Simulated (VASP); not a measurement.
# Rh (Im-3m) in VASP: single point with PBE

Aim: the single point of Rh with PBE.

All numbers are computed with VASP 6.6.1; they aren't measurements. Logs are shortened: lines on timing, memory, paths and dates and some standing lists are left out, and cuts for length are marked.

## (1) The cell of the first run

The structure is cubic, space group Im-3m (No. 229). Conventional cell: a = 2.918 Å, b = 2.918 Å, c = 2.918 Å, α = 90.00°, β = 90.00°, γ = 90.00°. Rh (site symmetry m-3m) has 14 Rh at 2.53 to 2.92 Å within 3.3 Å.

## (2) Single point, PBE, collinear spin, zero start

INCAR

```
SYSTEM = Rh
PREC     = Accurate       ! precision mode
ENCUT    = 500            ! plane-wave cutoff, eV
EDIFF    = 1E-6           ! SCF threshold, eV
ISMEAR   = -1             ! smearing method
SIGMA    = 0.1            ! smearing width, eV
LREAL    = .False.        ! projectors in reciprocal space
LASPH    = .True.         ! aspherical terms in the spheres
NELM     = 200            ! most SCF steps
ALGO     = Normal         ! electronic algorithm
ISIF     = 2              ! what is computed and relaxed
LWAVE    = .False.        ! write WAVECAR
LCHARG   = .False.        ! write CHGCAR
ISPIN    = 2              ! spin polarisation
MAGMOM   = 0              ! initial moments
LORBIT   = 11             ! projections on sites
LMAXMIX  = 4              ! l up to which the mixer works
GGA      = PE             ! functional
NBANDS   = 18             ! bands
GGA_COMPAT= .False.
```

KPOINTS

```
regular mesh
0
Gamma
  8 8 8
  0 0 0
```

POSCAR

```
Rh
1.0
   -1.4590000000      1.4590000000      1.4590000000
    1.4590000000     -1.4590000000      1.4590000000
    1.4590000000      1.4590000000     -1.4590000000
Rh
1
Direct
    0.0000000000      0.0000000000      0.0000000000
```

Potentials or basis: VASP PAW PBE potentials, release 64 (Rh_pv).

Command:

```console
> cat potpaw_PBE.64/Rh_pv/POTCAR > POTCAR
> mpirun -np 1 vasp_std > vasp.out
```

OUTCAR:

```text
SYSTEM = Rh
   PREC = Accurate
   ENCUT = 500
   EDIFF = 1E-6
   ISMEAR = -1
   LREAL = .False.
   LASPH = .True.
   NELM = 200
   ISIF = 2
   ISPIN = 2
   LORBIT = 11
   GGA = PE

 ion  position               nearest neighbor table
   1  0.000  0.000  0.000-

  LATTYP: Found a body centered cubic cell.
 ALAT       =     2.9180000000

  Lattice vectors:

 A1 = (  -1.4590000000,   1.4590000000,   1.4590000000)
 A2 = (   1.4590000000,  -1.4590000000,   1.4590000000)
 A3 = (   1.4590000000,   1.4590000000,  -1.4590000000)

Analysis of symmetry for initial positions (statically):
=====================================================================
 Subroutine PRICEL returns:
 Original cell was already a primitive cell.

 Routine SETGRP: Setting up the symmetry group for a
 body centered cubic supercell.

 Subroutine GETGRP returns: Found 48 space group operations
 (whereof 48 operations were pure point group operations)
 out of a pool of 48 trial point group operations.

The static configuration has the point symmetry O_h .

Analysis of symmetry for dynamics (positions and initial velocities):
=====================================================================
 Subroutine PRICEL returns:
 Original cell was already a primitive cell.

 Routine SETGRP: Setting up the symmetry group for a
 body centered cubic supercell.

 Subroutine GETGRP returns: Found 48 space group operations
 (whereof 48 operations were pure point group operations)
 out of a pool of 48 trial point group operations.

The dynamic configuration has the point symmetry O_h .

Analysis of structural, dynamic, and magnetic symmetry:
=====================================================================
 Subroutine PRICEL returns:
 Original cell was already a primitive cell.

 Routine SETGRP: Setting up the symmetry group for a
 body centered cubic supercell.

 Subroutine GETGRP returns: Found 48 space group operations
 (whereof 48 operations were pure point group operations)
 out of a pool of 48 trial point group operations.

The overall configuration has the point symmetry O_h .

 Subroutine INISYM returns: Found 48 space group operations
 (whereof 48 operations are pure point group operations),
 and found     1 'primitive' translations

----------------------------------------------------------------------------------------

                                     Primitive cell

  volume of cell :      12.4230

  direct lattice vectors                    reciprocal lattice vectors
    -1.459000000  1.459000000  1.459000000     0.000000000  0.342700480  0.342700480
     1.459000000 -1.459000000  1.459000000     0.342700480  0.000000000  0.342700480
     1.459000000  1.459000000 -1.459000000     0.342700480  0.342700480  0.000000000
[... 99 lines left out ...]
   IALGO  =     38    algorithm
   IMIX   =      4    mixing-type and parameters
     AMIX     =   0.40;   BMIX     =  1.00
     AMIX_MAG =   1.60;   BMIX_MAG =  1.00
  volume/ion in A,a.u.               =      12.42        83.83
  Fermi-wavevector in a.u.,A,eV,Ry     =   1.743265  3.294292 41.347714  3.038971
  Thomas-Fermi vector in A             =   2.815370
   LORBIT       =     11    0 simple, 1 ext, 2 COOP (PROOUT), +10 PAW based schemes
   GGA     = PE    functional components
   LHFCALC =     F    Hartree Fock is set to
   AEXX    =    0.0000 exact exchange contribution
   IVDW    =     0    specifies the selected vdW correction
   LEPSILON=     F    determine dielectric tensor
   LRPA    =     F    only Hartree local field effects (RPA)
 spin polarized calculation
  energy-cutoff  :      500.00
  volume of cell :       12.42
 maximum number of plane-waves:       325
   NGX =  9   NGY =  9   NGZ =  9

 number of electron      15.0000011 magnetization       0.0000000

 number of electron      15.0000012 magnetization      -0.0000080

 Free energy of the ion-electron system (eV)
  ---------------------------------------------------
  ext. energy  EPLUGINS =         0.00000000
  ---------------------------------------------------
  free energy    TOTEN  =        -6.64392042 eV

  energy without entropy =       -6.58348753  energy(sigma->0) =       -6.61370398

 E-fermi :  13.6746     XC(G=0): -14.6758

 val. band max:       13.6716919887   @ k =  -0.3750  -0.3750   0.1250
 cond. band min:      13.7640965266   @ k =   0.2500   0.2500   0.0000
 fundamental gap:      0.0924045379
 Fermi energy:        13.6745678037

 spin component 1

 k-point     1 :       0.0000    0.0000    0.0000
  band No.  band energies     occupation
      1     -32.5245      1.00000
      2     -32.5245      1.00000
      3     -32.5245      1.00000
      4       5.1518      1.00000
      5      10.1849      1.00000
      6      10.1849      1.00000
[... 493 lines left out ...]
     17      47.2117      0.00000
     18      49.2960      0.00000

 [... further k-points ...]

 spin component 2

 k-point     1 :       0.0000    0.0000    0.0000
  band No.  band energies     occupation
      1     -32.5245      1.00000
      2     -32.5245      1.00000
      3     -32.5245      1.00000
      4       5.1518      1.00000
      5      10.1849      1.00000
      6      10.1849      1.00000
[... 493 lines left out ...]
     17      47.2117      0.00000
     18      49.2960      0.00000

 [... further k-points ...]

------------------------ aborting loop because EDIFF is reached ----------------------------------------

  FORCE on cell =-STRESS in cart. coord.  units (eV):
  Direction    XX          YY          ZZ          XY          YZ          ZX
  --------------------------------------------------------------------------------------
  -------------------------------------------------------------------------------------
  Total        4.1244159      4.1244159      4.1244159      0.0000000     -0.0000000      0.0000000
  in kB      531.9210397    531.9210397    531.9210397      0.0000000     -0.0000000      0.0000000
  external PRESSURE =     531.9210397 kB  Pullay stress =       0.0000000 kB

 VOLUME and BASIS-vectors are now :
 -----------------------------------------------------------------------------
  energy-cutoff  :      500.00
  volume of cell :       12.42
      direct lattice vectors                 reciprocal lattice vectors
    -1.459000000  1.459000000  1.459000000     0.000000000  0.342700480  0.342700480
     1.459000000 -1.459000000  1.459000000     0.342700480  0.000000000  0.342700480
     1.459000000  1.459000000 -1.459000000     0.342700480  0.342700480  0.000000000

 POSITION                                       TOTAL-FORCE (eV/Angst)
 -----------------------------------------------------------------------------------
      0.00000      0.00000      0.00000         0.000000     -0.000000      0.000000
 -----------------------------------------------------------------------------------
    total drift:                                0.000000      0.000000      0.000000

  FREE ENERGIE OF THE ION-ELECTRON SYSTEM (eV)
  ---------------------------------------------------
  free  energy   TOTEN  =        -6.6439204222 eV

  energy  without entropy=       -6.5834875303  energy(sigma->0) =       -6.61370398

 total charge

# of ion       s       p       d       tot
------------------------------------------
    1        0.448   6.349   7.225  14.022

 magnetization (x)

# of ion       s       p       d       tot
------------------------------------------
    1       -0.000   0.000  -0.000  -0.000
```

stdout:

```text
POSCAR found type information on POSCAR Rh
 POSCAR found :  1 types and       1 ions
 scaLAPACK will be used
 LDA part: xc-table for (Slater+PW92), standard interpolation
 POSCAR, INCAR and KPOINTS ok, starting setup
 FFT: planning ... GRIDC
 FFT: planning ... GRID_SOFT
 FFT: planning ... GRID
 WAVECAR not read
 entering main loop
```

Run time: 19 s. Hardware: 1 thread of Intel Xeon 8259CL, shared host; peak memory 0.13 GiB.

Results:

| Quantity | Value |
| --- | --- |
| Free energy | -6.6439 eV |
| Pressure | 53.2 GPa |
| Net moment | 0.00 μB per cell |
| Valence electrons inside the program's atomic spheres | Rh 14.02 |

Caveat: the k points lie up to 0.38 Å⁻¹ apart.
